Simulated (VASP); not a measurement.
Input of a VASP 6.6.1 run:

POSCAR

```
KAgCl2
1.0
    2.0982415919      1.2114203479      6.6716870356
   -2.0982415919      1.2114203479      6.6716870356
    0.0000000000     -2.4228406959      6.6716870356
K Ag Cl
1 1 2
Direct
    1.0000000000      0.0000000000      0.0000000000
    0.5000000000      0.5000000000      0.5000000000
    0.2383450504      0.2383450504      0.2383450504
    0.7616549496      0.7616549496      0.7616549496
```

INCAR.step1

```
PREC = Accurate ; ENCUT = 520
ISMEAR = 0 ; SIGMA = 0.01
LREAL = False ; LASPH = True
NELM = 80 ; NBANDS = 25
GGA = PE ; ALGO = Normal
EDIFF = 1E-4 ; LWAVE = True
LCHARG = False
```

The input INCAR.step2:

```
PREC = Accurate ; ENCUT = 520
EDIFF = 1E-6 ; ISMEAR = 0
SIGMA = 0.01 ; LREAL = False
LASPH = True ; NELM = 80
ALGO = Normal ; ISIF = 2
LWAVE = False ; LCHARG = False
METAGGA = R2SCAN ; LMIXTAU = True
NBANDS = 25 ; ISTART = 1
```

File KPOINTS:

```
Automatic mesh
0
Gamma
  6 6 6
```

Potentials or basis: VASP PAW PBE potentials, release 64 (K_sv, Ag, Cl).

The run is started by

```sh
$ cat potpaw_PBE.64/K_sv/POTCAR potpaw_PBE.64/Ag/POTCAR potpaw_PBE.64/Cl/POTCAR > POTCAR
$ cp INCAR.step1 INCAR
$ mpirun -np 1 vasp_std > vasp.out
$ cp INCAR.step2 INCAR
$ mpirun -np 1 vasp_std > vasp.out
```

Question: Predict the pressure.

Answer: 0.0 GPa.

Question: What does it give for the band gap on the k mesh?

Answer: 3.08 eV, indirect (least direct gap 3.19 eV).

Question: What does it give for the largest force?

Answer: 0.006 eV/Å.

Forces in eV/Å, atoms in the order of the input:
```
K    0.000  0.000  0.000
Ag   0.000  0.000  0.000
Cl   0.000  0.000 -0.006
Cl   0.000  0.000  0.006
```

Caveat: the PAW data sets were made with another functional, which shifts forces and pressure a little. r2SCAN opens gaps a little over a GGA but as a rule still falls short of measured ones.
